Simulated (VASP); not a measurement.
Input of a VASP 6.6.1 run:

File INCAR:

```
SYSTEM = Mo
PREC = Accurate
ENCUT = 600
EDIFF = 1E-6
ISMEAR = 0
SIGMA = 0.1
LREAL = .FALSE.
LASPH = .TRUE.
NELM = 80
ALGO = Normal
ISIF = 3
LWAVE = .FALSE.
LCHARG = .FALSE.
GGA = PE
IBRION = 2
NSW = 70
EDIFFG = -0.008
PSTRESS = 50.0
```

KPOINTS

```
regular mesh
0
G
  18 18 18
  0 0 0
```

File POSCAR:

```
Mo
1.0
   -1.5704040727      1.5704040727      1.5704040727
    1.5704040727     -1.5704040727      1.5704040727
    1.5704040727      1.5704040727     -1.5704040727
Mo
1
Direct
    0.0000000000      0.0000000000      0.0000000000
```

Potentials or basis: VASP PAW PBE potentials, release 64 (Mo_sv).

Command:

```console
$ cat potpaw_PBE.64/Mo_sv/POTCAR > POTCAR
$ mpirun -np 1 vasp_std > vasp.out
```

Task: What does it give for the relaxed cell?

Result: a = 2.722 Å, b = 2.722 Å, c = 2.722 Å, α = 109.47°, β = 109.47°, γ = 109.47°.

Task: Estimate the relaxed volume.

Result: 15.52 Å³/atom.

Step by step:
| step | energy change (eV) | largest force (eV/Å) | pressure (GPa) | volume (Å³) |
| --- | --- | --- | --- | --- |
| 1 | 0.0000 | 0.0000 | 5.50 | 15.49 |
| 2 | -0.0031 | 0.0000 | 3.54 | 15.60 |
| 3 | -0.0009 | 0.0000 | 5.01 | 15.52 |

Caveat: the cell is relaxed towards a set pressure, so the enthalpy falls and the energy may rise.
